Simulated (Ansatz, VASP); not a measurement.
# RbLaSn3: VASP beside Ansatz

```
Rb La Sn
1.0
     4.49940    0.00000    0.00000
     0.00000    4.49940    0.00000
     0.00000    0.00000    8.27845
Rb La Sn
1 1 3
Direct
  0.50000 0.50000 0.50000
  0.00000 0.00000 0.50000
  0.50000 0.50000 0.18265
  0.50000 0.50000 0.81735
  0.00000 0.00000 0.00000
```

Alike in both runs: task relaxation of cell and atoms; functional PBE; k mesh 4 × 4 × 2; occupations gaussian, width 0.2 eV; no spin polarisation.

|  | VASP | Ansatz |
| --- | --- | --- |
| version | VASP 6.6.1 | Ansatz 0.2.0 |
| potentials or method | VASP PAW PBE potentials, release 64 (Rb_sv, La, Sn_d), cutoff 600 eV | scalar-relativistic, plane waves, PAW |
| valence electrons in the cell | 62 | 62 |

|  | VASP | Ansatz | Ansatz less VASP |
| --- | --- | --- | --- |
| gap on the k mesh at the Fermi level, each at its own relaxed structure (eV) | none | none | - |
| relaxed volume (Å³/atom) | 36.83 | 37.01 | +0.185 |
| relaxed length of the cell vector where the two differ most in proportion (Å) | 9.133 | 9.087 | -0.0461 |

A gap of «none» marks a metal or a gap that the smearing closes.

The k mesh is coarse, so the values compare programs but aren't converged. Neither program's run includes spin-orbit coupling.
